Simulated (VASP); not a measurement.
A run of VASP 6.6.1:

Contents of POSCAR:

```
SiC
1.0
    0.0000000000      2.1338509600      2.1338509600
    2.1338509600      0.0000000000      2.1338509600
    2.1338509600      2.1338509600      0.0000000000
Si C
1 1
Direct
    0.0000000000      0.0000000000      0.0000000000
    0.2500000000      0.2500000000      0.2500000000
```

The input INCAR.step1:

```
PREC = Accurate
ENCUT = 520
ISMEAR = -1
SIGMA = 0.02
LREAL = False
LASPH = True
NELM = 100
NBANDS = 11
GGA = PE
ALGO = Normal
EDIFF = 1E-4
LWAVE = True
LCHARG = False
```

Contents of INCAR.step2:

```
PREC = Accurate
ENCUT = 520
EDIFF = 1E-7
ISMEAR = -1
SIGMA = 0.02
LREAL = False
LASPH = True
NELM = 100
ALGO = Normal
ISIF = 2
LWAVE = False
LCHARG = False
METAGGA = R2SCAN
LMIXTAU = True
NBANDS = 11
ISTART = 1
```

Contents of KPOINTS:

```
Automatic mesh
0
Gamma
  12 12 12
```

Potentials or basis: VASP PAW PBE potentials, release 64 (Si, C).

Run with:

```console
$ cat potpaw_PBE.64/Si/POTCAR potpaw_PBE.64/C/POTCAR > POTCAR
$ cp INCAR.step1 INCAR
$ mpirun -np 1 vasp_std > vasp.out
$ cp INCAR.step2 INCAR
$ mpirun -np 1 vasp_std > vasp.out
```

Hardware: 1 thread of Intel(R) Xeon(R) Platinum 8559C (Emerald Rapids), with other jobs on the host.

Task: How long does it take, and how much memory?

Result: It took 33 s on 1 thread of Intel(R) Xeon(R) Platinum 8559C (Emerald Rapids) (shared host), peak memory 0.14 GiB. Counts: k points 72.
